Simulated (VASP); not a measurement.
# Mg2C in VASP: further runs

Runs on Mg2C. Level: PBE. Tasks: single point.

All numbers are computed with VASP 6.6.1; they aren't measurements. Logs are shortened: lines on timing, memory, paths and dates and some standing lists are left out, and cuts for length are marked.

## 1. The cell of the first run

The structure is trigonal, space group P-3m1 (No. 164). The conventional cell has a = 4.482 Å, b = 4.482 Å, c = 3.135 Å, α = 90.00°, β = 90.00°, γ = 120.00°. Within 3.4 Å of Mg (site symmetry 3m) lie 5 Mg at 2.61 to 3.13 Å and 6 C at 2.94 to 3.11 Å. Within 3.9 Å of C (site symmetry -3m) lie 12 Mg at 2.94 to 3.11 Å and 2 C at 3.13 Å.

## 2. Single point, PBE

Input file INCAR:

```
PREC = Accurate ; ENCUT = 520
EDIFF = 1E-6 ; ISMEAR = -1
SIGMA = 0.05 ; LREAL = False
LASPH = True ; NELM = 60
ALGO = Normal ; ISIF = 2
LWAVE = False ; LCHARG = False
GGA = PE ; NBANDS = 11
```

Input file KPOINTS:

```
regular mesh
0
Gamma
  6 6 7
```

Input file POSCAR:

```
Mg2C
1.0
    4.4821611300      0.0000000000      0.0000000000
   -2.2410805700      3.8816654100      0.0000000000
    0.0000000000      0.0000000000      3.1345105800
Mg C
2 1
Direct
    0.3333333300      0.6666666700      0.9482956500
    0.6666666700      0.3333333300      0.0517043500
    0.0000000000      0.0000000000      0.5000000000
```

Potentials or basis: VASP PAW PBE potentials, release 64 (Mg, C).

On the command line:

```sh
> cat potpaw_PBE.64/Mg/POTCAR potpaw_PBE.64/C/POTCAR > POTCAR
> mpirun -np 1 vasp_std > vasp.out
```

OUTCAR:

```text
PREC = Accurate
   ENCUT = 520
   EDIFF = 1E-6
   ISMEAR = -1
   LREAL = False
   LASPH = True
   NELM = 60
   ISIF = 2
   GGA = PE

 ion  position               nearest neighbor table
   1  0.333  0.667  0.948-   2 2.61   2 2.61   2 2.61
   2  0.667  0.333  0.052-   1 2.61   1 2.61   1 2.61
   3  0.000  0.000  0.500-

  LATTYP: Found a hexagonal cell.
 ALAT       =     4.4821611300
 C/A-ratio  =     0.6993301867

  Lattice vectors:

 A1 = (   4.4821611300,   0.0000000000,   0.0000000000)
 A2 = (  -2.2410805700,   3.8816654100,   0.0000000000)
 A3 = (   0.0000000000,   0.0000000000,   3.1345105800)

Analysis of symmetry for initial positions (statically):
=====================================================================
 Subroutine PRICEL returns:
 Original cell was already a primitive cell.

 Routine SETGRP: Setting up the symmetry group for a
 hexagonal supercell.

 Subroutine GETGRP returns: Found 12 space group operations
 (whereof 12 operations were pure point group operations)
 out of a pool of 24 trial point group operations.

The static configuration has the point symmetry D_3d.

Analysis of symmetry for dynamics (positions and initial velocities):
=====================================================================
 Subroutine PRICEL returns:
 Original cell was already a primitive cell.

 Routine SETGRP: Setting up the symmetry group for a
 hexagonal supercell.

 Subroutine GETGRP returns: Found 12 space group operations
 (whereof 12 operations were pure point group operations)
 out of a pool of 24 trial point group operations.

The dynamic configuration has the point symmetry D_3d.

 Subroutine INISYM returns: Found 12 space group operations
 (whereof 12 operations are pure point group operations),
 and found     1 'primitive' translations

----------------------------------------------------------------------------------------

                                     Primitive cell

  volume of cell :      54.5350

  direct lattice vectors                    reciprocal lattice vectors
     4.482161130  0.000000000  0.000000000     0.223106660  0.128810690  0.000000000
    -2.241080570  3.881665410  0.000000000     0.000000000  0.257621380  0.000000000
     0.000000000  0.000000000  3.134510580     0.000000000  0.000000000  0.319029072

  length of vectors
     4.482161130  4.482161139  3.134510580     0.257621381  0.257621380  0.319029072

  position of ions in fractional coordinates (direct lattice)
     0.333333330  0.666666670  0.948295650
     0.666666670  0.333333330  0.051704350
     0.000000000  0.000000000  0.500000000

  ion indices of the primitive-cell ions
   primitive index   ion index
                 1           1
                 2           2
                 3           3

----------------------------------------------------------------------------------------

 KPOINTS: regular mesh

Automatic generation of k-mesh.
 Grid dimensions read from file:
 generate k-points for:    6    6    7

 Generating k-lattice:

  Cartesian coordinates                     Fractional coordinates (reciprocal lattice)
     0.037184443  0.021468448  0.000000000     0.166666667  0.000000000  0.000000000
     0.000000000  0.042936897  0.000000000     0.000000000  0.166666667  0.000000000
     0.000000000  0.000000000  0.045575582     0.000000000  0.000000000  0.142857143

  Length of vectors
     0.042936897  0.042936897  0.045575582

  Shift w.r.t. Gamma in fractional coordinates (k-lattice)
     0.000000000  0.000000000  0.000000000

 Subroutine IBZKPT returns following result:
 ===========================================

 Found     37 irreducible k-points:

 Following reciprocal coordinates:
            Coordinates               Weight
  0.000000  0.000000  0.000000      1.000000
  0.166667 -0.000000  0.000000      6.000000
  0.333333  0.000000  0.000000      6.000000
  0.500000  0.000000  0.000000      3.000000
  0.166667  0.166667  0.000000      6.000000
  0.333333  0.166667  0.000000     12.000000
[... 16 lines left out ...]
  0.500000  0.000000  0.285714      6.000000
  0.166667  0.166667  0.285714     12.000000
 [... further k-points ...]
   k-points           NKPTS =     37   k-points in BZ     NKDIM =     37   number of bands    NBANDS=     11
   number of dos      NEDOS =    301   number of ions     NIONS =      3
   total plane-waves  NPLWV =  31104
   dimension x,y,z NGX =    36 NGY =   36 NGZ =   24
   dimension x,y,z NGXF=    72 NGYF=   72 NGZF=   48
   ions per type =               2   1
   NGX,Y,Z   is equivalent  to a cutoff of  13.35, 13.35, 12.73 a.u.
   NGXF,Y,Z  is equivalent  to a cutoff of  26.71, 26.71, 25.46 a.u.
 SYSTEM =  unknown system
   PREC   = accura    normal or accurate (medium, high low for compatibility)
   ISTART =      0    job   : 0-new  1-cont  2-samecut
   ICHARG =      2    charge: 1-file 2-atom 10-const
   ISPIN  =      1    spin polarized calculation?
   LNONCOLLINEAR =      F non collinear calculations
   LSORBIT =      F    spin-orbit coupling
   LASPH  =      T    aspherical Exc in radial PAW
   ENCUT  =  520.0 eV  38.22 Ry    6.18 a.u.   8.33  8.33  5.83*2*pi/ulx,y,z
   NELM   =     60;   NELMIN=  2; NELMDL= -5     # of ELM steps
   EDIFF  = 0.1E-05   stopping-criterion for ELM
   LREAL  =      F    real-space projection
   EDIFFG = 0.1E-04   stopping-criterion for IOM
   NSW    =      0    number of steps for IOM
   IBRION =     -1    ionic relax: 0-MD 1-quasi-New 2-CG
   NFREE  =      0    steps in history (QN), initial steepest desc. (CG)
   ISIF   =      2    stress and relaxation
   ISYM   =      2    0-nonsym 1-usesym 2-fastsym
   POTIM  = 0.5000    time-step for ionic-motion
   TEBEG  =    0.0;   TEEND  =   0.0 temperature during run
   PSTRESS=    0.0 pullay stress
   NELECT =       8.0000    total number of electrons
   NUPDOWN=      -1.0000    fix difference up-down
   EMIN   =  10.00;   EMAX   =-10.00  energy-range for DOS
   EFERMI =   0.00;   METHOD = LEGACY
   ISMEAR =    -1;   SIGMA  =   0.05  broadening in eV -4-tet -1-fermi 0-gaus
   EFERMI_NEDOS =   21; number of points for ismear=-14 and -15
   IALGO  =     38    algorithm
   IMIX   =      4    mixing-type and parameters
     AMIX     =   0.40;   BMIX     =  1.00
     AMIX_MAG =   1.60;   BMIX_MAG =  1.00
  volume/ion in A,a.u.               =      18.18       122.67
  Fermi-wavevector in a.u.,A,eV,Ry     =   0.863402  1.631593 10.142640  0.745463
  Thomas-Fermi vector in A             =   1.981346
   LORBIT       =      0    0 simple, 1 ext, 2 COOP (PROOUT), +10 PAW based schemes
   GGA     = PE    functional components
[... 5 lines left out ...]
 non-spin polarized calculation
  energy-cutoff  :      520.00
  volume of cell :       54.53
 maximum number of plane-waves:      1486
 NGX is ok and might be reduce to    36
   NGX = 17   NGY = 17   NGZ = 11

 number of electron       8.0000000 magnetization

 Free energy of the ion-electron system (eV)
  ---------------------------------------------------
  ext. energy  EPLUGINS =         0.00000000
  ---------------------------------------------------
  free energy    TOTEN  =        -7.22969888 eV

  energy without entropy =       -7.21757892  energy(sigma->0) =       -7.22363890

 E-fermi :   2.8488     XC(G=0):  -9.0206

 val. band max:        2.7952441740   @ k =  -0.1667   0.5000   0.1429
 cond. band min:       2.9231236821   @ k =   0.1667   0.1667   0.0000
 fundamental gap:      0.1278795082
 Fermi energy:         2.8488450252

 k-point     1 :       0.0000    0.0000    0.0000
  band No.  band energies     occupation
      1      -7.3155      2.00000
      2       0.0333      2.00000
      3       1.5169      2.00000
      4       1.5169      2.00000
      5       4.1426      0.00000
      6       4.5459      0.00000
      7       4.5459      0.00000
      8       6.6187      0.00000
      9       9.7113      0.00000
     10      11.9462      0.00000
     11      11.9462      0.00000

 k-point     2 :       0.1667   -0.0000    0.0000
  band No.  band energies     occupation
      1      -7.1665      2.00000
      2      -0.8648      2.00000
      3       1.2054      2.00000
      4       2.0337      2.00000
      5       4.0155      0.00000
      6       4.1994      0.00000
      7       5.1944      0.00000
      8       8.1542      0.00000
      9       9.8465      0.00000
     10      11.6402      0.00000
     11      11.9524      0.00000

 k-point     3 :       0.3333    0.0000    0.0000
  band No.  band energies     occupation
      1      -6.8136      2.00000
      2      -2.0190      2.00000
      3       0.7614      2.00000
      4       1.6685      2.00000
      5       4.2714      0.00000
      6       4.9581      0.00000
      7       6.4603      0.00000
      8       9.0314      0.00000
      9      10.5898      0.00000
     10      12.0562      0.00000
     11      12.1166      0.00000

 k-point     4 :       0.5000    0.0000    0.0000
  band No.  band energies     occupation
      1      -6.5950      2.00000
      2      -2.5334      2.00000
      3       0.5866      2.00000
      4       1.3910      2.00000
      5       4.3161      0.00000
      6       5.8792      0.00000
      7       7.1652      0.00000
      8       8.2920      0.00000
      9      11.5997      0.00000
     10      12.1964      0.00000
     11      12.2835      0.00000
[... 239 lines left out ...]
 k-point    22 :       0.0000    0.3333    0.2857
  band No.  band energies     occupation
      1      -6.1055      2.00000
      2      -1.0417      2.00000
      3       1.0633      2.00000
      4       1.5686      2.00000
      5       3.1930      0.00205
      6       4.6639      0.00000
      7       6.6134      0.00000
      8       7.0584      0.00000
      9       8.4114      0.00000
     10      10.3491      0.00000
     11      11.1055      0.00000

 k-point    23 :       0.5000    0.0000    0.2857
  band No.  band energies     occupation
      1      -5.9404      2.00000
      2      -1.3905      2.00000
      3       1.0933      2.00000
      4       1.4157      2.00000
      5       3.0482      0.03645
      6       4.4272      0.00000
      7       6.7656      0.00000
      8       7.5296      0.00000
      9       8.3133      0.00000
     10      10.7426      0.00000
     11      11.3217      0.00000

 k-point    24 :       0.1667    0.1667    0.2857
  band No.  band energies     occupation
      1      -6.1823      2.00000
      2      -0.8053      2.00000
      3       1.1354      2.00000
      4       1.1906      2.00000
      5       4.1773      0.00000
      6       4.5798      0.00000
      7       5.6877      0.00000
      8       7.4237      0.00000
      9       7.9818      0.00000
     10      10.5694      0.00000
     11      11.6232      0.00000

 [... further k-points ...]
[... 5 lines left out ...]
  --------------------------------------------------------------------------------------
  -------------------------------------------------------------------------------------
  Total       -1.4863349     -1.4863349     -2.8618770      0.0000000      0.0000000     -0.0000000
  in kB      -43.6668582    -43.6668584    -84.0787496      0.0000001      0.0000000     -0.0000000
  external PRESSURE =     -57.1374887 kB  Pullay stress =       0.0000000 kB

 VOLUME and BASIS-vectors are now :
 -----------------------------------------------------------------------------
  energy-cutoff  :      520.00
  volume of cell :       54.53
      direct lattice vectors                 reciprocal lattice vectors
     4.482161130  0.000000000  0.000000000     0.223106660  0.128810690  0.000000000
    -2.241080570  3.881665410  0.000000000     0.000000000  0.257621380  0.000000000
     0.000000000  0.000000000  3.134510580     0.000000000  0.000000000  0.319029072

 POSITION                                       TOTAL-FORCE (eV/Angst)
 -----------------------------------------------------------------------------------
     -0.00000      2.58778      2.97244         0.000000      0.000000     -0.785043
      2.24108      1.29389      0.16207        -0.000000      0.000000      0.785043
      0.00000      0.00000      1.56726         0.000000      0.000000      0.000000
 -----------------------------------------------------------------------------------
    total drift:                               -0.000000      0.000000     -0.000000

  FREE ENERGIE OF THE ION-ELECTRON SYSTEM (eV)
  ---------------------------------------------------
  free  energy   TOTEN  =        -7.2296988778 eV

  energy  without entropy=       -7.2175789216  energy(sigma->0) =       -7.22363890
```

Run time: 24 s. Hardware: 1 thread of Intel Xeon Platinum 8259CL at 2.50GHz (Skylake/Cascade Lake), shared host; peak memory 0.18 GiB.

Results:

```yaml
Free_energy: -7.2297 eV
Pressure: -5.7 GPa
Largest_force: 0.785 eV/Å
Band_gap_on_the_k_mesh: zero (band 4 reaches 4.34 eV, above the bottom of band 5 at 2.40 eV)
```

Forces in eV/Å, atoms in the order of the input:
```
Mg   0.000  0.000 -0.785
Mg   0.000  0.000  0.785
C    0.000  0.000  0.000
```

Levels at points of the mesh, in eV from the Fermi level:
```tsv
k point	band 2	band 3	band 4	band 5	band 6	band 7
(0.00, 0.00, 0.00)	-2.82	-1.33	-1.33	1.29	1.70	1.70
(0.50, 0.00, 0.00)	-5.38	-2.26	-1.46	1.47	3.03	4.32
```

## 3. Single point, PBE

Input file INCAR:

```
SYSTEM = Mg2C
ALGO     = Normal         ! electronic algorithm
EDIFF    = 1E-7           ! SCF threshold, eV
ENCUT    = 520            ! plane-wave cutoff, eV
GGA      = PE             ! functional
ISIF     = 2              ! what is computed and relaxed
ISMEAR   = -1             ! smearing method
LASPH    = .TRUE.         ! aspherical terms in the spheres
LCHARG   = .FALSE.        ! write CHGCAR
LREAL    = .FALSE.        ! projectors in reciprocal space
LWAVE    = .FALSE.        ! write WAVECAR
NBANDS   = 11             ! bands
NELM     = 100            ! most SCF steps
PREC     = Accurate       ! precision mode
SIGMA    = 0.05           ! smearing width, eV
```

Input file KPOINTS:

```
k-points
0
G
  6 6 7
  0 0 0
```

POSCAR is that of step 2.

Potentials or basis: VASP PAW PBE potentials, release 64 (Mg, C).

On the command line:

```sh
> cat potpaw_PBE.64/Mg/POTCAR potpaw_PBE.64/C/POTCAR > POTCAR
> mpirun -np 1 vasp_std > vasp.out
```

Wall time 24 s (1 thread of Intel Xeon Platinum 8259CL at 2.50GHz (Skylake/Cascade Lake), shared host); peak memory 0.18 GiB.

It converged, with:

```
Free energy            : -7.2297 eV
Pressure               : -5.7 GPa
Largest force          : 0.785 eV/Å
Band gap on the k mesh : zero (band 4 reaches 4.34 eV, above the bottom of band 5 at 2.40 eV)
```

Forces on the atoms (eV/Å):
```
Mg   0.000  0.000 -0.785
Mg   0.000  0.000  0.785
C    0.000  0.000  0.000
```

Stress tensor (GPa, compression positive):
```
-4.37  0.00  0.00
 0.00 -4.37  0.00
 0.00  0.00 -8.41
```

Levels at points of the mesh, in eV from the Fermi level:
```
           k point  band 2  band 3  band 4  band 5  band 6  band 7
(0.00, 0.00, 0.00)   -2.82   -1.33   -1.33    1.29    1.70    1.70
(0.50, 0.00, 0.00)   -5.38   -2.26   -1.46    1.47    3.03    4.32
```

## 4. Single point, PBE

Input file INCAR:

```
SYSTEM = Mg2C
PREC     = Accurate       ! precision mode
ENCUT    = 520            ! plane-wave cutoff, eV
EDIFF    = 1E-6           ! SCF threshold, eV
ISMEAR   = 1              ! smearing method
SIGMA    = 0.1            ! smearing width, eV
LREAL    = .FALSE.        ! projectors in reciprocal space
LASPH    = .TRUE.         ! aspherical terms in the spheres
NELM     = 60             ! most SCF steps
ALGO     = Normal         ! electronic algorithm
ISIF     = 2              ! what is computed and relaxed
LWAVE    = .FALSE.        ! write WAVECAR
LCHARG   = .FALSE.        ! write CHGCAR
GGA      = PE             ! functional
NBANDS   = 11             ! bands
```

Input file KPOINTS:

```
regular mesh
0
G
  5 5 6
  0 0 0
```

Input file POSCAR:

```
Mg2C
1.0
    4.4821611300      0.0000000000      0.0000000000
   -2.2410805700      3.8816654100      0.0000000000
    0.0000000000      0.0000000000      3.1345105800
Mg C
2 1
Direct
    0.3261790000      0.6625550000      0.9484400000
    0.6557570000      0.3229680000      0.0433900000
    0.0051680000      0.0071300000      0.4942940000
```

On the command line:

```sh
> cat potpaw_PBE.64/Mg/POTCAR potpaw_PBE.64/C/POTCAR > POTCAR
> mpirun -np 1 vasp_std > vasp.out
```

Wall time 42 s (1 thread of Intel Xeon Platinum 8259CL at 2.50GHz (Skylake/Cascade Lake), shared host); peak memory 0.2 GiB.

It converged, with:

| Item | Value |
| --- | --- |
| Free energy | -7.2609 eV |
| Pressure | -5.7 GPa |
| Largest force | 0.742 eV/Å |
| Band gap on the k mesh | zero (band 4 reaches 3.41 eV, above the bottom of band 5 at 2.18 eV) |

Forces in eV/Å, atoms in the order of the input:
```
Mg  -0.042 -0.184 -0.717
Mg  -0.018  0.082  0.726
C    0.060  0.103 -0.009
```

Stress tensor (GPa, compression positive):
```
-5.12 -0.08  0.01
-0.08 -3.28  0.12
 0.01  0.12 -8.80
```

Levels at points of the mesh, in eV from the Fermi level:
```tsv
k point	band 1	band 2	band 3	band 4	band 5	band 6	band 7	band 8
(0.00, 0.00, 0.00)	-10.11	-2.78	-1.30	-1.26	1.36	1.69	1.76	3.80
(0.00, 0.00, 0.50)	-8.51	-4.38	-0.03	-0.01	0.40	2.24	4.45	4.52
```
